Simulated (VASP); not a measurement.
Wanted: the native input for a VASP 6.6.1 run.

```
Task                   : electric field gradients
Functional             : PBE
Potentials or basis    : VASP PAW PBE potentials, release 64 (F)
Cutoff                 : 520 eV
k mesh                 : 19 × 19 × 10
Occupations            : fermi-dirac, width 0.08 eV
Spin                   : no spin polarisation
Dipole correction      : no
Further INCAR settings : ALGO = Normal; EDIFF = 1e-08; NBANDS = 14
```

The structure of F lies in POSCAR:

```
F
1.0
    2.9417015807      0.0000000000      0.0000000000
   -1.4708507903      2.5475882992      0.0000000000
    0.0000000000      0.0000000000      2.9591011692
F
2
Direct
    0.3333333333      0.6666666667      0.2500000000
    0.6666666667      0.3333333333      0.7500000000
```

The input as run:

INCAR

```
ALGO = Normal
EDIFF = 1E-8
ENCUT = 520
GGA = PE
ISIF = 2
ISMEAR = -1
LASPH = T
LCHARG = F
LEFG = T
LREAL = F
LWAVE = F
NBANDS = 14
NELM = 80
PREC = Accurate
SIGMA = 0.08
```

KPOINTS

```
k-points
0
Gamma
  19 19 10
```

Potentials or basis: VASP PAW PBE potentials, release 64 (F).

Command:

```sh
$ cat potpaw_PBE.64/F/POTCAR > POTCAR
$ mpirun -np 1 vasp_std > vasp.out
```

It gave:

| Item | Value |
| --- | --- |
| Pressure | -2.6 GPa |
| Band gap on the k mesh | zero (bands 7 and 8 overlap by 1.42 eV) |
| Largest electric field gradient by atom | F +89.5 V/Å² |

Caveat: the atoms stand far beyond bonding distance, and open shells without spin polarisation read as a metal; without QUAD_EFG the Cq values of the log hold for a quadrupole moment of 1 mb, not for the nuclei.

Wall time 45 s on 1 thread of Intel Xeon 8259CL (shared host), peak memory 0.17 GiB.
